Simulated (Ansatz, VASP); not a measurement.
# One calculation of BeS, two programs

File INCAR:

```
SYSTEM = BeS
ALGO = Normal ; EDIFF = 1E-6
ENCUT = 520 ; GGA = PE
ISIF = 2 ; ISMEAR = 0
LASPH = .TRUE. ; LCHARG = .FALSE.
LREAL = .FALSE. ; LWAVE = .FALSE.
NBANDS = 11 ; NELM = 80
PREC = Accurate ; SIGMA = 0.05
```

File KPOINTS:

```
k-points
0
G
  10 10 10
  0 0 0
```

File POSCAR:

```
BeS
1.0
    0.0000000000      2.3754963136      2.3754963136
    2.3754963136      0.0000000000      2.3754963136
    2.3754963136      2.3754963136      0.0000000000
Be S
1 1
Direct
    0.0000000000      0.0000000000      0.0000000000
    0.2500000000      0.2500000000      0.2500000000
```

Input for Ansatz:

```yaml
crystal:
  lattice:
    - [0.0, 2.3754963136, 2.3754963136]
    - [2.3754963136, 0.0, 2.3754963136]
    - [2.3754963136, 2.3754963136, 0.0]
  atoms:
    - { symbol: Be, position: [0.0, 0.0, 0.0] }
    - { symbol: S, position: [0.25, 0.25, 0.25] }
basis:
  ecutwfc: 420
  fft_grid_basis: typed
kpoints:
  mp_grid: { grid: [10, 10, 10] }
hamiltonian:
  xc: pbe
  pseudopotentials: { kind: paw }
scf:
  occupations: { method: gaussian, width: 0.05 }
output:
  forces: true
  stress: true
  eigenvalues: true
  bader: true
  write_density: true
  volumetric_format: npy
  elf: true
```

Alike in both runs: task single point; functional PBE; k mesh 10 × 10 × 10; occupations gaussian, width 0.05 eV; no spin polarisation.

|  | VASP | Ansatz |
| --- | --- | --- |
| version | VASP 6.6.1 | Ansatz 0.2.0 |
| potentials or method | VASP PAW PBE potentials, release 64 (Be, S), cutoff 520 eV | scalar-relativistic, plane waves, PAW |
| valence electrons in the cell | 8 | 8 |

```csv
,VASP,Ansatz,Ansatz less VASP
gap on the k mesh at the Fermi level (eV),2.96,2.96,-0.001
pressure (GPa),8.4,8.4,0.00
```

The functional is the same, so the differences come from potentials, cutoffs and numerics.
